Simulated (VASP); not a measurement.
The system is KI.

```
K I
1.0
     0.00000    3.54428    3.68641
     3.54428    0.00000    3.68641
     3.54428    3.54428    0.00000
K I
1 1
Direct
  0.00000 0.00000 0.00000
  0.50000 0.50000 0.50000
```

This cell differs from its parent crystal: uniaxial z strain +4.0%.

Base run:

```yaml
Program: VASP 6.6.1
Functional: r2SCAN
Potentials_or_basis: VASP PAW PBE potentials, release 64 (K_sv, I)
Cutoff: 520 eV
k_mesh: 6 × 6 × 6
Occupations: gaussian, width 0.01 eV
Spin: no spin polarisation
```

Its results: band gap on the k mesh 4.48 eV; pressure -0.4 GPa.

**Question.** The run is repeated on the same cell with these changes: functional from r2SCAN to HSE06; k mesh from 6 × 6 × 6 to 4 × 4 × 4. What comes out?

**Answer.** Band gap on the k mesh 4.83 eV; pressure -0.1 GPa.

Several settings changed at once.

Caveats: the PAW data sets were made with another functional, which shifts forces and pressure a little; spin-orbit coupling is left out, which moves the levels of the heavy elements.

